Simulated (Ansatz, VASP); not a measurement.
# Two plane-wave programs on Au

```
CELL_PARAMETERS angstrom
2.90000 0.00000 0.00000
-1.45000 2.51147 0.00000
0.00000 0.00000 4.88000
ATOMIC_POSITIONS crystal
Au 0.41025 0.72298 0.72951
Au 0.66667 0.33333 0.25000
```

Alike in both runs: task single point; functional PBE; k mesh 18 × 18 × 10; occupations gaussian, width 0.15 eV; no spin polarisation.

|  | VASP | Ansatz |
| --- | --- | --- |
| version | VASP 6.6.1 | Ansatz 0.2.0 |
| potentials or method | VASP PAW PBE potentials, release 64 (Au), cutoff 520 eV | scalar-relativistic, plane waves, PAW |
| valence electrons in the cell | 22 | 38 |

```csv
,VASP,Ansatz,Ansatz less VASP
gap on the k mesh at the Fermi level (eV),none,none,-
pressure (GPa),2.8,3.0,+0.24
"traceless stress, the component that is largest in VASP (GPa)",-0.72,-0.73,-0.010
rms of the force components (eV/Å),0.412,0.415,+0.0032
```

Atom by atom the forces differ by 0.003 eV/Å (rms over components). A gap of «none» marks a metal or a gap that the smearing closes. VASP's potentials hold 22 valence electrons a cell and Ansatz's 38, so a difference there can come from the potentials and not from the codes.

Spin-orbit coupling is off throughout.
